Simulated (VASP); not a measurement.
A run of VASP 6.6.1 is set up as follows.

The input INCAR:

```
PREC     = Accurate       # precision mode
ENCUT    = 520            # plane-wave cutoff, eV
EDIFF    = 1E-6           # SCF threshold, eV
ISMEAR   = 0              # smearing method
SIGMA    = 0.01           # smearing width, eV
LREAL    = False          # projectors in reciprocal space
LASPH    = True           # aspherical terms in the spheres
NELM     = 60             # most SCF steps
ALGO     = Normal         # electronic algorithm
ISIF     = 2              # what is computed and relaxed
LWAVE    = False          # write WAVECAR
LCHARG   = False          # write CHGCAR
GGA      = PE             # functional
NBANDS   = 11             # bands
```

The input KPOINTS:

```
Automatic mesh
0
Gamma
  18 18 18
```

File POSCAR:

```
C
1.0
    1.2332668284      0.7120269354      4.2144329698
   -1.2332668284      0.7120269354      4.2144329698
    0.0000000000     -1.4240538708      4.2144329698
C
2
Direct
    0.1666600350      0.1666600350      0.1666600350
    0.8333399650      0.8333399650      0.8333399650
```

Potentials or basis: VASP PAW PBE potentials, release 64 (C).

The run is started by

```bash
$ cat potpaw_PBE.64/C/POTCAR > POTCAR
$ mpirun -np 1 vasp_std > vasp.out
```

(1) Estimate the pressure.

Answers

(1) 0.4 GPa.

Caveat: this functional lacks dispersion, which binds the layers, so the pressure and a relaxed spacing across them are unreliable.
